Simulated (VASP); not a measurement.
# Al (C2/c) in VASP: further runs

Runs on Al. Level: revPBE. Tasks: single point.

All numbers are computed with VASP 6.6.1; they aren't measurements. Logs are shortened: lines on timing, memory, paths and dates and some standing lists are left out, and cuts for length are marked.

### 1 The cell of the first run

It takes space group C2/c (No. 15, monoclinic). Conventional cell: a = 2.739 Å, b = 8.557 Å, c = 2.817 Å, α = 90.00°, β = 90.61°, γ = 90.00°. Within 3.6 Å of Al (site symmetry 2) lie 10 Al at 2.71 to 2.82 Å.

### 2 Single point, revPBE (volume scaled by 0.92)

INCAR

```
ALGO     = Normal         # electronic algorithm
EDIFF    = 1E-6           # SCF threshold, eV
ENCUT    = 520            # plane-wave cutoff, eV
GGA      = RE             # functional
ISIF     = 2              # what is computed and relaxed
ISMEAR   = -1             # smearing method
LASPH    = True           # aspherical terms in the spheres
LCHARG   = False          # write CHGCAR
LREAL    = False          # projectors in reciprocal space
LWAVE    = False          # write WAVECAR
NBANDS   = 10             # bands
NELM     = 80             # most SCF steps
PREC     = Accurate       # precision mode
SIGMA    = 0.1            # smearing width, eV
```

KPOINTS

```
k-points
0
Gamma
  18 18 12
```

POSCAR

```
Al
1.0
   -3.2247090804      2.8257966441      1.3402995295
    2.8257966441     -3.2247090804      1.3402995295
    2.3437886691      2.3437886691     -2.0709083871
Al
2
Direct
    0.9895493806      0.0104506194      0.0000000000
    0.7604506194      0.2395493806      0.5000000000
```

Potentials or basis: VASP PAW PBE potentials, release 64 (Al).

Started as:

```bash
cat potpaw_PBE.64/Al/POTCAR > POTCAR
mpirun -np 1 vasp_std > vasp.out
```

OUTCAR:

```text
EDIFF = 1E-6
   ENCUT = 520
   GGA = RE
   ISIF = 2
   ISMEAR = -1
   LASPH = True
   LREAL = False
   NELM = 80
   PREC = Accurate

 ion  position               nearest neighbor table
   1  0.990  0.010  0.000-   2 2.71   2 2.71   2 2.77   2 2.77   2 2.78   2 2.78
   2  0.760  0.240  0.500-   1 2.71   1 2.71   1 2.77   1 2.77   1 2.78   1 2.78

  Warning from LATTYP: Got some problem with cell dimensions!
  Tried to take original basis but could not verify dimensions!
  LATTYP: Found a base centered monoclinic cell.
 ALAT       =     2.7393199117
 B/A-ratio  =     3.1236611752
 C/A-ratio  =     1.0284430156
 COS(beta)  =    -0.0107117179

  Lattice vectors:

 A1 = (   3.2247090804,  -2.8257966441,  -1.3402995295)
 A2 = (  -2.8257966441,   3.2247090804,  -1.3402995295)
 A3 = (   1.9448762328,   1.9448762328,   0.6096906719)

Analysis of symmetry for initial positions (statically):
=====================================================================
 Subroutine PRICEL returns:
 Original cell was already a primitive cell.

 Routine SETGRP: Setting up the symmetry group for a
 base centered monoclinic supercell.

 Subroutine GETGRP returns: Found  4 space group operations
 (whereof  2 operations were pure point group operations)
 out of a pool of  4 trial point group operations.

The static configuration has the point symmetry C_2 .
 The point group associated with its full space group is C_2h.

Analysis of symmetry for dynamics (positions and initial velocities):
=====================================================================
 Subroutine PRICEL returns:
 Original cell was already a primitive cell.

 Routine SETGRP: Setting up the symmetry group for a
 base centered monoclinic supercell.

 Subroutine GETGRP returns: Found  4 space group operations
 (whereof  2 operations were pure point group operations)
 out of a pool of  4 trial point group operations.

The dynamic configuration has the point symmetry C_2 .
 The point group associated with its full space group is C_2h.

 Subroutine INISYM returns: Found  4 space group operations
 (whereof  2 operations are pure point group operations),
 and found     1 'primitive' translations

----------------------------------------------------------------------------------------

                                     Primitive cell

  volume of cell :      33.0155

  direct lattice vectors                    reciprocal lattice vectors
    -3.224709080  2.825796644  1.340299529     0.107122451  0.272397892  0.429529131
     2.825796644 -3.224709080  1.340299529     0.272397892  0.107122451  0.429529131
     2.343788669  2.343788669 -2.070908387     0.245626963  0.245626963  0.073105786

  length of vectors
     4.492246449  4.492246449  3.908369506     0.519779863  0.519779863  0.354978402

  position of ions in fractional coordinates (direct lattice)
     0.989549381  0.010450619  0.000000000
     0.760450619  0.239549381  0.500000000

  ion indices of the primitive-cell ions
   primitive index   ion index
                 1           1
                 2           2

----------------------------------------------------------------------------------------

 KPOINTS: k-points

Automatic generation of k-mesh.
 Grid dimensions read from file:
 generate k-points for:   18   18   12

 Generating k-lattice:

  Cartesian coordinates                     Fractional coordinates (reciprocal lattice)
     0.005951247  0.015133216  0.023862730     0.055555556  0.000000000  0.000000000
     0.015133216  0.005951247  0.023862730     0.000000000  0.055555556  0.000000000
     0.020468914  0.020468914  0.006092149     0.000000000  0.000000000  0.083333333

  Length of vectors
     0.028876659  0.028876659  0.029581533

  Shift w.r.t. Gamma in fractional coordinates (k-lattice)
     0.000000000  0.000000000  0.000000000

 Subroutine IBZKPT returns following result:
 ===========================================

 Found   1037 irreducible k-points:

 Following reciprocal coordinates:
            Coordinates               Weight
  0.000000  0.000000  0.000000      1.000000
  0.055556 -0.000000  0.000000      4.000000
  0.111111 -0.000000  0.000000      4.000000
  0.166667 -0.000000  0.000000      4.000000
  0.222222 -0.000000  0.000000      4.000000
  0.277778  0.000000 -0.000000      4.000000
[... 16 lines left out ...]
 -0.277778  0.055556  0.000000      4.000000
 -0.222222  0.055556 -0.000000      4.000000
 [... further k-points ...]
   k-points           NKPTS =   1037   k-points in BZ     NKDIM =   1037   number of bands    NBANDS=     10
   number of dos      NEDOS =    301   number of ions     NIONS =      2
   total plane-waves  NPLWV =  38880
   dimension x,y,z NGX =    36 NGY =   36 NGZ =   30
   dimension x,y,z NGXF=    72 NGYF=   72 NGZF=   60
   ions per type =               2
   NGX,Y,Z   is equivalent  to a cutoff of  13.32, 13.32, 12.76 a.u.
   NGXF,Y,Z  is equivalent  to a cutoff of  26.65, 26.65, 25.52 a.u.
 SYSTEM =  unknown system
   PREC   = accura    normal or accurate (medium, high low for compatibility)
   ISTART =      0    job   : 0-new  1-cont  2-samecut
   ICHARG =      2    charge: 1-file 2-atom 10-const
   ISPIN  =      1    spin polarized calculation?
   LNONCOLLINEAR =      F non collinear calculations
   LSORBIT =      F    spin-orbit coupling
   LASPH  =      T    aspherical Exc in radial PAW
   ENCUT  =  520.0 eV  38.22 Ry    6.18 a.u.   8.35  8.35  7.27*2*pi/ulx,y,z
   NELM   =     80;   NELMIN=  2; NELMDL= -5     # of ELM steps
   EDIFF  = 0.1E-05   stopping-criterion for ELM
   LREAL  =      F    real-space projection
   EDIFFG = 0.1E-04   stopping-criterion for IOM
   NSW    =      0    number of steps for IOM
   IBRION =     -1    ionic relax: 0-MD 1-quasi-New 2-CG
   NFREE  =      0    steps in history (QN), initial steepest desc. (CG)
   ISIF   =      2    stress and relaxation
   ISYM   =      2    0-nonsym 1-usesym 2-fastsym
   POTIM  = 0.5000    time-step for ionic-motion
   TEBEG  =    0.0;   TEEND  =   0.0 temperature during run
   PSTRESS=    0.0 pullay stress
   NELECT =       6.0000    total number of electrons
   NUPDOWN=      -1.0000    fix difference up-down
   EMIN   =  10.00;   EMAX   =-10.00  energy-range for DOS
   EFERMI =   0.00;   METHOD = LEGACY
   ISMEAR =    -1;   SIGMA  =   0.10  broadening in eV -4-tet -1-fermi 0-gaus
   EFERMI_NEDOS =   21; number of points for ismear=-14 and -15
   IALGO  =     38    algorithm
   IMIX   =      4    mixing-type and parameters
     AMIX     =   0.40;   BMIX     =  1.00
     AMIX_MAG =   1.60;   BMIX_MAG =  1.00
  volume/ion in A,a.u.               =      16.51       111.40
  Fermi-wavevector in a.u.,A,eV,Ry     =   0.927298  1.752339 11.699404  0.859882
  Thomas-Fermi vector in A             =   2.053353
   LORBIT       =      0    0 simple, 1 ext, 2 COOP (PROOUT), +10 PAW based schemes
   GGA     = RE    functional components
   LHFCALC =     F    Hartree Fock is set to
   AEXX    =    0.0000 exact exchange contribution
   IVDW    =     0    specifies the selected vdW correction
   LEPSILON=     F    determine dielectric tensor
   LRPA    =     F    only Hartree local field effects (RPA)
 non-spin polarized calculation
  energy-cutoff  :      520.00
  volume of cell :       33.02
 maximum number of plane-waves:       904
 NGX is ok and might be reduce to    36
   NGX = 17   NGY = 17   NGZ = 15

 number of electron       6.0000000 magnetization

 Free energy of the ion-electron system (eV)
  ---------------------------------------------------
  ext. energy  EPLUGINS =         0.00000000
  ---------------------------------------------------
  free energy    TOTEN  =        -6.90157014 eV

  energy without entropy =       -6.87597529  energy(sigma->0) =       -6.88877271

 E-fermi :   7.9954     XC(G=0): -10.1210

 val. band max:        7.9952068086   @ k =  -0.2778  -0.0000   0.0833
 cond. band min:       7.9966938628   @ k =   0.1111   0.0556   0.5000
 fundamental gap:      0.0014870542
 Fermi energy:         7.9954251284

 k-point     1 :       0.0000    0.0000    0.0000
  band No.  band energies     occupation
      1      -3.1564      2.00000
      2       4.3156      2.00000
      3       5.3011      2.00000
      4      14.0763      0.00000
      5      14.1306      0.00000
      6      16.3784      0.00000
      7      17.5028      0.00000
      8      17.6020      0.00000
      9      19.5642      0.00000
     10      20.3666      0.00000

 k-point     2 :       0.0556   -0.0000    0.0000
  band No.  band energies     occupation
      1      -3.0336      2.00000
      2       4.2699      2.00000
      3       5.5761      2.00000
      4      12.4442      0.00000
      5      14.8651      0.00000
      6      15.8561      0.00000
      7      16.7040      0.00000
      8      19.0025      0.00000
      9      19.5029      0.00000
     10      20.5157      0.00000

 k-point     3 :       0.1111   -0.0000    0.0000
  band No.  band energies     occupation
      1      -2.6658      2.00000
      2       4.2801      2.00000
      3       6.2499      2.00000
      4      10.9144      0.00000
      5      13.5904      0.00000
      6      14.4514      0.00000
      7      17.7217      0.00000
      8      18.6238      0.00000
      9      19.4862      0.00000
     10      22.1247      0.00000
[... 248 lines left out ...]
 k-point    23 :      -0.2778    0.0556    0.0000
  band No.  band energies     occupation
      1      -1.0864      2.00000
      2       4.1748      2.00000
      3       8.5294      0.00955
      4       9.0419      0.00006
      5      10.8268      0.00000
      6      12.6540      0.00000
      7      14.3028      0.00000
      8      18.6922      0.00000
      9      19.6707      0.00000
     10      21.9260      0.00000

 k-point    24 :      -0.2222    0.0556   -0.0000
  band No.  band energies     occupation
      1      -1.9594      2.00000
      2       3.7579      2.00000
      3       8.0427      0.76770
      4       9.6382      0.00000
      5      11.9142      0.00000
      6      13.6445      0.00000
      7      15.6622      0.00000
      8      19.5375      0.00000
      9      20.9273      0.00000
     10      22.1247      0.00000

 [... further k-points ...]

------------------------ aborting loop because EDIFF is reached ----------------------------------------

  FORCE on cell =-STRESS in cart. coord.  units (eV):
  Direction    XX          YY          ZZ          XY          YZ          ZX
  --------------------------------------------------------------------------------------
  -------------------------------------------------------------------------------------
  Total        1.3864394      1.3864394      1.3705541     -0.0401855     -0.0063314     -0.0063314
  in kB       67.2812395     67.2812395     66.5103540     -1.9501257     -0.3072503     -0.3072502
  external PRESSURE =      67.0242777 kB  Pullay stress =       0.0000000 kB

 VOLUME and BASIS-vectors are now :
 -----------------------------------------------------------------------------
  energy-cutoff  :      520.00
  volume of cell :       33.02
      direct lattice vectors                 reciprocal lattice vectors
    -3.224709080  2.825796644  1.340299529     0.107122451  0.272397892  0.429529131
     2.825796644 -3.224709080  1.340299529     0.272397892  0.107122451  0.429529131
     2.343788669  2.343788669 -2.070908387     0.245626963  0.245626963  0.073105786

 POSITION                                       TOTAL-FORCE (eV/Angst)
 -----------------------------------------------------------------------------------
     -3.16148      2.76257      1.34030        -0.036814      0.036814      0.000000
     -0.60342      2.54830      0.30485         0.036814     -0.036814     -0.000000
 -----------------------------------------------------------------------------------
    total drift:                                0.000000     -0.000000      0.000000

  FREE ENERGIE OF THE ION-ELECTRON SYSTEM (eV)
  ---------------------------------------------------
  free  energy   TOTEN  =        -6.9015701360 eV

  energy  without entropy=       -6.8759752931  energy(sigma->0) =       -6.88877271
```

Wall time 2.4 min (1 thread of Intel Xeon 6975P-C (Granite Rapids), shared host); peak memory 0.4 GiB.

Results:

- Free energy: -6.9016 eV
- Pressure: 6.7 GPa
- Largest force: 0.052 eV/Å
- Band gap on the k mesh: zero (band 3 reaches 13.51 eV, above the bottom of band 4 at 3.92 eV)

Forces in eV/Å, atoms in the order of the input:
```
Al  -0.037  0.037  0.000
Al   0.037 -0.037  0.000
```

Levels at points of the mesh, in eV from the Fermi level:
```
           k point  band 1  band 2  band 3  band 4  band 5  band 6  band 7
(0.00, 0.00, 0.00)  -11.15   -3.68   -2.69    6.08    6.14    8.38    9.51
(0.50, 0.00, 0.00)   -2.20   -2.04   -0.81   -0.62    1.63    1.74    3.58
(0.50, 0.50, 0.00)   -9.59   -8.62    5.52    6.15    6.93    7.21    7.33
(0.00, 0.00, 0.50)   -6.57   -6.57    0.61    0.61    1.75    1.75   12.31
(0.50, 0.00, 0.50)   -6.09   -5.65   -2.53   -1.12    5.38    6.02   10.36
(0.50, 0.50, 0.50)   -5.08   -5.08   -4.08   -4.08    9.49    9.49   10.32
```

Caveat: the PAW data sets were made with another functional, which shifts forces and pressure a little.

### 3 Single point, revPBE (volume scaled by 0.96)

INCAR

```
SYSTEM = Al
ALGO     = Normal         ! electronic algorithm
EDIFF    = 1E-7           ! SCF threshold, eV
ENCUT    = 520            ! plane-wave cutoff, eV
GGA      = RE             ! functional
ISIF     = 2              ! what is computed and relaxed
ISMEAR   = -1             ! smearing method
LASPH    = .TRUE.         ! aspherical terms in the spheres
LCHARG   = .TRUE.         ! write CHGCAR
LELF     = .TRUE.         ! ELF
LREAL    = .FALSE.        ! projectors in reciprocal space
LVHAR    = .TRUE.       
LWAVE    = .FALSE.        ! write WAVECAR
NBANDS   = 10             ! bands
NELM     = 100            ! most SCF steps
PREC     = Accurate       ! precision mode
SIGMA    = 0.1            ! smearing width, eV
```

KPOINTS

```
k-points
0
G
  18 18 12
  0 0 0
```

POSCAR

```
Al
1.0
   -3.2707825778      2.8661706224      1.3594492529
    2.8661706224     -3.2707825778      1.3594492529
    2.3772758887      2.3772758887     -2.1004967902
Al
2
Direct
    0.9895493806      0.0104506194      0.0000000000
    0.7604506194      0.2395493806      0.5000000000
```

Potentials or basis: VASP PAW PBE potentials, release 64 (Al).

Started as:

```bash
cat potpaw_PBE.64/Al/POTCAR > POTCAR
mpirun -np 1 vasp_std > vasp.out
```

Run time: 3.3 min. Hardware: 1 thread of Intel Xeon 6975P-C (Granite Rapids), shared host; peak memory 0.41 GiB.

The run converged. Its results:

```
Free energy            : -6.9439 eV
Pressure               : 2.9 GPa
Largest force          : 0.028 eV/Å
Band gap on the k mesh : zero (band 3 reaches 13.00 eV, above the bottom of band 4 at 3.58 eV)
```

Forces in eV/Å, atoms in the order of the input:
```
Al  -0.020  0.020  0.000
Al   0.020 -0.020  0.000
```

Levels at points of the mesh, in eV from the Fermi level:
```tsv
k point	band 1	band 2	band 3	band 4	band 5	band 6	band 7	band 8
(0.00, 0.00, 0.00)	-10.86	-3.55	-2.67	5.87	6.08	8.12	9.32	9.37
(0.50, 0.00, 0.00)	-2.13	-1.98	-0.81	-0.62	1.60	1.72	3.46	3.56
(0.50, 0.50, 0.00)	-9.35	-8.38	5.45	5.96	6.86	6.97	7.10	8.09
(0.00, 0.00, 0.50)	-6.40	-6.40	0.64	0.64	1.65	1.65	11.96	11.96
(0.50, 0.00, 0.50)	-5.97	-5.48	-2.45	-1.09	5.21	5.90	9.99	10.64
(0.50, 0.50, 0.50)	-4.95	-4.95	-3.98	-3.98	9.33	9.33	9.98	9.98
```

Caveat: the PAW data sets were made with another functional, which shifts forces and pressure a little.
